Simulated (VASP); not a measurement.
# Ca: single point with PBEsol+D3(BJ)

Crystal: Ca.

```xyz
1
Lattice="2.6788 0.0000 0.0000 0.0000 2.6788 0.0000 0.0000 0.0000 2.6788" Properties=species:S:1:pos:R:3 pbc="T T T"
Ca    0.0000    0.0000    0.0000
```

```
Program                : VASP 6.6.1
Task                   : single point
Functional             : PBEsol
Dispersion             : D3(BJ)
Potentials or basis    : VASP PAW PBE potentials, release 64 (Ca_sv)
Cutoff                 : 500 eV
k mesh                 : 9 × 9 × 9
Occupations            : methfessel-paxton, width 0.15 eV
Spin                   : no spin polarisation
Dipole correction      : no
Further INCAR settings : ALGO = Normal; EDIFF = 1e-06; NBANDS = 11
```

* Pressure: 27.2 GPa
* Band gap on the k mesh: zero (band 5 reaches 5.69 eV, above the bottom of band 6 at 5.68 eV)
* Dispersion energy per atom: -0.539 eV

Levels at points of the mesh, in eV from the Fermi level:
```csv
k point,band 3,band 4,band 5,band 6,band 7,band 8
"(0.00, 0.00, 0.00)",-21.06,-21.06,-4.17,0.26,0.26,7.70
```

Wall time 5.3 s on 1 thread of AMD EPYC 9R45 (Zen 5) (shared host), peak memory 0.1 GiB.

Caveat: three body term missing; the PAW data sets were made with another functional, which shifts forces and pressure a little; pairwise dispersion overbinds metals, which lowers pressure and volume.
